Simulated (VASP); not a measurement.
Write the native input for VASP 6.6.1 that does the following.

* Task: single point
* Functional: BLYP
* Potentials or basis: VASP PAW PBE potentials, release 64 (Zr_sv, H, C)
* Cutoff: 520 eV
* k mesh: 7 × 7 × 3
* Occupations: fermi-dirac, width 0.1 eV
* Spin: no spin polarisation
* Dipole correction: no
* Further INCAR settings: ALGO = Normal; EDIFF = 1e-06; NBANDS = 32

The structure of Zr3HC2 lies in POSCAR:

```
Zr3HC2
1.0
    3.3595803200      0.0000000000      0.0000000000
   -1.6797901600      2.9094819100      0.0000000000
    0.0000000000      0.0000000000      8.0238460000
Zr H C
3 1 2
Direct
    0.0000000000      0.0000000000      0.5000000000
    0.3333333300      0.6666666700      0.1780850000
    0.6666666700      0.3333333300      0.8219150000
    0.0000000000      0.0000000000      0.0000000000
    0.3333333300      0.6666666700      0.6755830000
    0.6666666700      0.3333333300      0.3244170000
```

One way to write it, as run:

INCAR

```
SYSTEM = Zr3HC2
PREC = Accurate ; ENCUT = 520
EDIFF = 1E-6 ; ISMEAR = -1
SIGMA = 0.1 ; LREAL = .FALSE.
LASPH = .TRUE. ; NELM = 100
ALGO = Normal ; ISIF = 2
LWAVE = .FALSE. ; LCHARG = .TRUE.
GGA = B5 ; ALDAX = 1.0
AGGAX = 1.0 ; AGGAC = 1.0
ALDAC = 0.0 ; LELF = .TRUE.
LVHAR = .TRUE. ; NBANDS = 32
```

KPOINTS

```
Automatic mesh
0
G
  7 7 3
  0 0 0
```

Potentials or basis: VASP PAW PBE potentials, release 64 (Zr_sv, H, C).

Run with:

```console
$ cat potpaw_PBE.64/Zr_sv/POTCAR potpaw_PBE.64/H/POTCAR potpaw_PBE.64/C/POTCAR > POTCAR
$ mpirun -np 1 vasp_std > vasp.out
```

Results of the run:

- Pressure: 4.6 GPa
- Largest force: 0.052 eV/Å

Caveat: the PAW data sets were made with another functional, which shifts forces and pressure a little.

It took 50 s on 1 thread of Intel(R) Xeon(R) 6975P-C (Granite Rapids) (shared host), peak memory 0.22 GiB.
